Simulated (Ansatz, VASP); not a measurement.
# V in VASP and in Ansatz

```
V
1.0
     2.31317    0.00000    0.00000
     0.00000    2.31317    0.00000
     0.00000    0.00000    2.31317
V
1
Cartesian
  0.0000 0.0000 0.0000
```

Change from the starting cell: volume scaled by 0.84, LAPW.

Alike in both runs: task single point; functional PBE; k mesh 15 × 15 × 15; occupations fermi-dirac, width 0.08 eV; no spin polarisation.

```csv
,VASP,Ansatz
version,VASP 6.6.1,Ansatz 0.2.0
potentials or method,"VASP PAW PBE potentials, release 64 (V_sv), cutoff 520 eV","all-electron LAPW, scalar-relativistic"
```

VASP gave:

```
pressure (GPa) : 33.4
```

Problem. Which values does Ansatz return?

Solution. Pressure (GPa): 32.4.

Both programs put the cell under a high pressure, so it lies far from rest at this level. Ansatz ran all-electron here, and VASP with PAW potentials.
